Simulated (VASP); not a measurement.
# AlN (Cmc2_1) in VASP: further runs, part 2 of 2

VASP 6.6.1.

## (3) Single point, PBE (strain +0.0600 x Voigt [1, -1, 0, 0, 0, 0])

INCAR

```
PREC = Accurate
ENCUT = 520
EDIFF = 1E-7
ISMEAR = 0
SIGMA = 0.05
LREAL = False
LASPH = True
NELM = 60
ALGO = Normal
ISIF = 2
LWAVE = False
LCHARG = False
GGA = PE
NBANDS = 16
```

KPOINTS

```
regular mesh
0
Gamma
  12 12 6
```

POSCAR

```
AlN
1.0
    3.3180539367      0.0000000000      0.0000000000
   -1.6590269684      2.5482149625      0.0000000000
    0.0000000000      0.0000000000      5.0179796548
Al N
2 2
Direct
    0.3333333333      0.6666666667      0.0017287175
    0.6666666667      0.3333333333      0.5017287175
    0.3333333333      0.6666666667      0.3832712825
    0.6666666667      0.3333333333      0.8832712825
```

Potentials or basis: VASP PAW PBE potentials, release 64 (Al, N).

The run is started by

```bash
> cat potpaw_PBE.64/Al/POTCAR potpaw_PBE.64/N/POTCAR > POTCAR
> mpirun -np 1 vasp_std > vasp.out
```

OUTCAR:

```text
PREC = Accurate
   ENCUT = 520
   EDIFF = 1E-7
   ISMEAR = 0
   LREAL = False
   LASPH = True
   NELM = 60
   ISIF = 2
   GGA = PE

 ion  position               nearest neighbor table
   1  0.333  0.667  0.002-   4 1.80   3 1.91   4 1.96   4 1.96   2 3.03   2 3.03   2 3.13   2 3.13
                             2 3.13   2 3.13
   2  0.667  0.333  0.502-   3 1.80   4 1.91   3 1.96   3 1.96   1 3.03   1 3.03   1 3.13   1 3.13
                             1 3.13   1 3.13
   3  0.333  0.667  0.383-   2 1.80   1 1.91   2 1.96   2 1.96
   4  0.667  0.333  0.883-   1 1.80   2 1.91   1 1.96   1 1.96

  Warning from LATTYP: Monoclinic adjustment (A1->A3, A2->A1, A3->A2)!
  LATTYP: Found a base centered orthorhombic cell.
 ALAT       =     3.3180539367
 B/A-ratio  =     1.5359695840
 C/A-ratio  =     1.5123261257

  Lattice vectors:

 A1 = (   1.6590269684,  -2.5482149625,   0.0000000000)
 A2 = (   1.6590269683,   2.5482149625,   0.0000000000)
 A3 = (   0.0000000000,   0.0000000000,   5.0179796548)

Analysis of symmetry for initial positions (statically):
=====================================================================
 Subroutine PRICEL returns:
 Original cell was already a primitive cell.

 Routine SETGRP: Setting up the symmetry group for a
 base centered orthorhombic supercell.

 Subroutine GETGRP returns: Found  4 space group operations
 (whereof  2 operations were pure point group operations)
 out of a pool of  8 trial point group operations.

The static configuration has the point symmetry C_1h.
 The point group associated with its full space group is C_2v.

Analysis of symmetry for dynamics (positions and initial velocities):
=====================================================================
 Subroutine PRICEL returns:
 Original cell was already a primitive cell.

 Routine SETGRP: Setting up the symmetry group for a
 base centered orthorhombic supercell.

 Subroutine GETGRP returns: Found  4 space group operations
 (whereof  2 operations were pure point group operations)
 out of a pool of  8 trial point group operations.

The dynamic configuration has the point symmetry C_1h.
[... 123 lines left out ...]
     AMIX     =   0.40;   BMIX     =  1.00
     AMIX_MAG =   1.60;   BMIX_MAG =  1.00
  volume/ion in A,a.u.               =      10.61        71.58
  Fermi-wavevector in a.u.,A,eV,Ry     =   1.182766  2.235103 19.033660  1.398935
  Thomas-Fermi vector in A             =   2.319013
   LORBIT       =      0    0 simple, 1 ext, 2 COOP (PROOUT), +10 PAW based schemes
   GGA     = PE    functional components
   LHFCALC =     F    Hartree Fock is set to
   AEXX    =    0.0000 exact exchange contribution
   IVDW    =     0    specifies the selected vdW correction
   LEPSILON=     F    determine dielectric tensor
   LRPA    =     F    only Hartree local field effects (RPA)
 non-spin polarized calculation
 Gauss-broadening in eV      SIGMA  =   0.05
  energy-cutoff  :      520.00
  volume of cell :       42.43
 maximum number of plane-waves:      1162
 NGX is ok and might be reduce to    28
   NGX = 13   NGY = 11   NGZ = 19

 number of electron      15.9999999 magnetization

 Free energy of the ion-electron system (eV)
  ---------------------------------------------------
  ext. energy  EPLUGINS =         0.00000000
  ---------------------------------------------------
  free energy    TOTEN  =       -29.45416101 eV

  energy without entropy =      -29.45416101  energy(sigma->0) =      -29.45416101

 E-fermi :   6.2628     XC(G=0): -10.8443

 val. band max:        6.0455356893   @ k =   0.0000   0.0000   0.0000
 cond. band min:       9.9477351697   @ k =   0.0000   0.0000   0.0000
 fundamental gap:      3.9021994804
 Fermi energy:         6.2628331099

 k-point     1 :       0.0000    0.0000    0.0000
  band No.  band energies     occupation
      1      -9.0940      2.00000
      2      -7.0093      2.00000
      3       0.0668      2.00000
      4       4.9423      2.00000
      5       5.3899      2.00000
      6       5.5984      2.00000
[... 433 lines left out ...]
      3       0.7399      2.00000
      4       2.0857      2.00000
      5       2.7512      2.00000
      6       3.3172      2.00000
[... 8 lines left out ...]
     15      18.4147      0.00000
     16      20.4638      0.00000

 [... further k-points ...]
[... 5 lines left out ...]
  --------------------------------------------------------------------------------------
  -------------------------------------------------------------------------------------
  Total       -4.5470623      6.2350870      0.0312726     -0.0000000      0.0000000      0.0000000
  in kB     -171.7090124    235.4532553      1.1809361     -0.0000000      0.0000000      0.0000000
  external PRESSURE =      21.6417263 kB  Pullay stress =       0.0000000 kB

 VOLUME and BASIS-vectors are now :
 -----------------------------------------------------------------------------
  energy-cutoff  :      520.00
  volume of cell :       42.43
      direct lattice vectors                 reciprocal lattice vectors
     3.318053937  0.000000000  0.000000000     0.301381478  0.196215785  0.000000000
    -1.659026968  2.548214962  0.000000000     0.000000000  0.392431571  0.000000000
     0.000000000  0.000000000  5.017979655     0.000000000  0.000000000  0.199283391

 POSITION                                       TOTAL-FORCE (eV/Angst)
 -----------------------------------------------------------------------------------
     -0.00000      1.69881      0.00867         0.000000     -1.288650      0.198167
      1.65903      0.84940      2.51766        -0.000000      1.288650      0.198167
     -0.00000      1.69881      1.92325         0.000000     -1.481032     -0.198167
      1.65903      0.84940      4.43224        -0.000000      1.481032     -0.198167
 -----------------------------------------------------------------------------------
    total drift:                               -0.000000      0.000000      0.000046

  FREE ENERGIE OF THE ION-ELECTRON SYSTEM (eV)
  ---------------------------------------------------
  free  energy   TOTEN  =       -29.4541610072 eV

  energy  without entropy=      -29.4541610072  energy(sigma->0) =      -29.45416101
```

It took 44 s on 1 thread of Intel Xeon 6975P-C (Granite Rapids), shared host; peak memory 0.23 GiB.

Results:

| Item | Value |
| --- | --- |
| Free energy | -29.4542 eV |
| Pressure | 2.2 GPa |
| Largest force | 1.494 eV/Å |
| Band gap on the k mesh | 3.90 eV, direct |

Forces on the atoms (eV/Å):
```
Al   0.000 -1.289  0.198
Al   0.000  1.289  0.198
N    0.000 -1.481 -0.198
N    0.000  1.481 -0.198
```

Caveat: the cell differs from its parent crystal (strain +0.0600 x Voigt [1, -1, 0, 0, 0, 0]); forces of over 1 eV/Å act on the atoms, so gaps and moduli don't describe the material at rest. A k mesh can miss the band edges.

## (4) Single point, PBE (strain +0.0525 x Voigt [1, -1, 0, 0, 0, 0])

INCAR

```
  PREC = Accurate
  ENCUT = 520
  EDIFF = 1E-6
  ISMEAR = 0
  SIGMA = 0.05
  LREAL = False
  LASPH = True
  NELM = 60
  ALGO = Normal
  ISIF = 2
  LWAVE = False
  LCHARG = True
  GGA = PE
  LELF = True
  LVHAR = True
  NBANDS = 16
```

KPOINTS is that of step 3.

Changes to POSCAR since step 3:

```diff
@@ -2,4 +2,4 @@
 1.0
-    3.3180539367      0.0000000000      0.0000000000
-   -1.6590269684      2.5482149625      0.0000000000
+    3.2945771400      0.0000000000      0.0000000000
+   -1.6472885700      2.5685464649      0.0000000000
     0.0000000000      0.0000000000      5.0179796548
```

Potentials or basis: VASP PAW PBE potentials, release 64 (Al, N).

The run is started by

```bash
> cat potpaw_PBE.64/Al/POTCAR potpaw_PBE.64/N/POTCAR > POTCAR
> mpirun -np 1 vasp_std > vasp.out
```

OUTCAR:

```text
PREC = Accurate
   ENCUT = 520
   EDIFF = 1E-6
   ISMEAR = 0
   LREAL = False
   LASPH = True
   NELM = 60
   ISIF = 2
   GGA = PE

 ion  position               nearest neighbor table
   1  0.333  0.667  0.002-   4 1.81   3 1.91   4 1.95   4 1.95   2 3.04   2 3.04   2 3.12   2 3.12
                             2 3.12   2 3.12
   2  0.667  0.333  0.502-   3 1.81   4 1.91   3 1.95   3 1.95   1 3.04   1 3.04   1 3.12   1 3.12
                             1 3.12   1 3.12
   3  0.333  0.667  0.383-   2 1.81   1 1.91   2 1.95   2 1.95
[... 664 lines left out ...]
  --------------------------------------------------------------------------------------
  -------------------------------------------------------------------------------------
  Total       -4.0960017      5.3459554      0.0043029      0.0000000      0.0000000      0.0000000
  in kB     -154.5449093    201.7065092      0.1623517      0.0000000      0.0000000      0.0000000
  external PRESSURE =      15.7746506 kB  Pullay stress =       0.0000000 kB

 VOLUME and BASIS-vectors are now :
 -----------------------------------------------------------------------------
  energy-cutoff  :      520.00
  volume of cell :       42.46
      direct lattice vectors                 reciprocal lattice vectors
     3.294577140  0.000000000  0.000000000     0.303529090  0.194662626  0.000000000
    -1.647288570  2.568546465  0.000000000     0.000000000  0.389325252  0.000000000
     0.000000000  0.000000000  5.017979655     0.000000000  0.000000000  0.199283391

 POSITION                                       TOTAL-FORCE (eV/Angst)
 -----------------------------------------------------------------------------------
     -0.00000      1.71236      0.00867         0.000000     -1.087995      0.149399
      1.64729      0.85618      2.51766         0.000000      1.087995      0.149399
     -0.00000      1.71236      1.92325         0.000000     -1.256754     -0.149399
      1.64729      0.85618      4.43224        -0.000000      1.256754     -0.149399
 -----------------------------------------------------------------------------------
    total drift:                                0.000000      0.000000      0.000440

  FREE ENERGIE OF THE ION-ELECTRON SYSTEM (eV)
  ---------------------------------------------------
  free  energy   TOTEN  =       -29.5308821965 eV

  energy  without entropy=      -29.5308821965  energy(sigma->0) =      -29.53088220
```

OSZICAR:

```text
N       E                     dE             d eps       ncg     rms          rms(c)
DAV:   1     0.407756098484E+02    0.40776E+02   -0.72853E+03  5512   0.893E+02
DAV:   2    -0.308860106766E+02   -0.71662E+02   -0.65700E+02  7720   0.186E+02
DAV:   3    -0.342902871697E+02   -0.34043E+01   -0.33948E+01  6888   0.420E+01
DAV:   4    -0.343111004194E+02   -0.20813E-01   -0.20812E-01  6880   0.371E+00
DAV:   5    -0.343113791187E+02   -0.27870E-03   -0.27870E-03  7056   0.431E-01    0.122E+01
DAV:   6    -0.295255370839E+02    0.47858E+01   -0.10917E+01  6816   0.237E+01    0.416E+00
DAV:   7    -0.295457186133E+02   -0.20182E-01   -0.67434E-01  6088   0.574E+00    0.294E+00
DAV:   8    -0.295354987313E+02    0.10220E-01   -0.68895E-02  6776   0.236E+00    0.585E-01
DAV:   9    -0.295303522542E+02    0.51465E-02   -0.13183E-02  7416   0.849E-01    0.251E-01
DAV:  10    -0.295309603375E+02   -0.60808E-03   -0.24123E-03  6304   0.316E-01    0.129E-01
DAV:  11    -0.295308772301E+02    0.83107E-04   -0.25909E-04  6488   0.128E-01    0.214E-02
DAV:  12    -0.295308823743E+02   -0.51442E-05   -0.14661E-05  6920   0.307E-02    0.939E-03
DAV:  13    -0.295308821965E+02    0.17783E-06   -0.33503E-06  6416   0.150E-02
   1 F= -.29530882E+02 E0= -.29530882E+02  d E =-.633933E-11
```

stdout:

```text
POSCAR found type information on POSCAR AlN
 POSCAR found :  2 types and       4 ions
 scaLAPACK will be used
 LDA part: xc-table for (Slater+PW92), standard interpolation
 POSCAR, INCAR and KPOINTS ok, starting setup
 FFT: planning ... GRIDC
 FFT: planning ... GRID_SOFT
 FFT: planning ... GRID
 WAVECAR not read
 entering main loop
```

Wall time 41 s (1 thread of Intel Xeon 6975P-C (Granite Rapids), shared host); peak memory 0.22 GiB.

What came out:

| Item | Value |
| --- | --- |
| Free energy | -29.5309 eV |
| Pressure | 1.6 GPa |
| Largest force | 1.266 eV/Å |
| Band gap on the k mesh | 3.95 eV, direct |

Forces in eV/Å, atoms in the order of the input:
```
Al   0.000 -1.088  0.149
Al   0.000  1.088  0.149
N    0.000 -1.257 -0.149
N    0.000  1.257 -0.149
```

Caveat: the cell differs from its parent crystal (strain +0.0525 x Voigt [1, -1, 0, 0, 0, 0]); forces of over 1 eV/Å act on the atoms, so gaps and moduli don't describe the material at rest. A k mesh can miss the band edges.

## (5) The runs side by side

```tsv
cell	gap on the mesh (eV)	pressure (GPa)	largest force (eV/Å)
a = 2.942, b = 3.228, c = 5.018 Å, angles 90.0, 90.0, 117.1°, 4 atoms	3.68	2.0	0.98
a = 3.318, b = 3.041, c = 5.018 Å, angles 90.0, 90.0, 123.1°, 4 atoms	3.90	2.2	1.49
a = 3.295, b = 3.051, c = 5.018 Å, angles 90.0, 90.0, 122.7°, 4 atoms	3.95	1.6	1.27
```

Alike in all rows: task single point; level PBE; potentials or basis VASP PAW PBE potentials, release 64 (Al, N); no spin polarisation; k mesh 12 × 12 × 6; cutoff (eV) 520; smearing gaussian 0.05 eV.

Caveats: forces of over 1 eV/Å act on the atoms, so gaps and moduli don't describe the material at rest (some runs).

Total energies depend on the potentials used, so only differences within one code and one set of settings carry meaning.
